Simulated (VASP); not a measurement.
A run of VASP 6.6.1 is set up as follows.

The input INCAR:

```
SYSTEM = GaN
ALGO = Normal ; EDIFF = 1E-6
EDIFFG = -0.005 ; ENCUT = 600
GGA = PE ; IBRION = 2
ISIF = 3 ; ISMEAR = -1
LASPH = .True. ; LCHARG = .False.
LREAL = .False. ; LWAVE = .False.
NELM = 60 ; NSW = 60
PREC = Accurate ; SIGMA = 0.05
```

The input KPOINTS:

```
k-points
0
Gamma
  16 16 16
  0 0 0
```

POSCAR

```
GaN
1.0
    0.0000000000      2.1544346900      2.1544346900
    2.1544346900      0.0000000000      2.1544346900
    2.1544346900      2.1544346900      0.0000000000
Ga N
1 1
Direct
    0.0000000000      0.0000000000      0.0000000000
    0.5000000000      0.5000000000      0.5000000000
```

Potentials or basis: VASP PAW PBE potentials, release 64 (Ga_d, N).

Launch:

```sh
$ cat potpaw_PBE.64/Ga_d/POTCAR potpaw_PBE.64/N/POTCAR > POTCAR
$ mpirun -np 1 vasp_std > vasp.out
```

**Question.** Predict the relaxed cell.

**Answer.** a = 3.021 Å, b = 3.021 Å, c = 3.021 Å, α = 60.00°, β = 60.00°, γ = 60.00°.

**Question.** What does it give for the band gap on the k mesh?

**Answer.** 0.39 eV, indirect (least direct gap 2.35 eV).

**Question.** What does it give for the space group after relaxing (to 0.05 Å)?

**Answer.** Fm-3m (No. 225).

The path:
| step | energy change (eV) | largest force (eV/Å) | pressure (GPa) | volume (Å³) |
| --- | --- | --- | --- | --- |
| 1 | 0.0000 | 0.0000 | -5.05 | 20.00 |
| 2 | -0.0029 | 0.0000 | 4.36 | 19.10 |
| 3 | -0.0082 | 0.0000 | -0.60 | 19.49 |
| 4 | -0.0081 | 0.0000 | 0.59 | 19.45 |
| 5 | -0.0082 | 0.0000 | 0.19 | 19.47 |
| 6 | -0.0082 | 0.0000 | 0.19 | 19.48 |
| 7 | -0.0082 | 0.0000 | -0.26 | 19.51 |
| 8 | -0.0082 | 0.0000 | 0.02 | 19.49 |

A k mesh can miss the band edges.
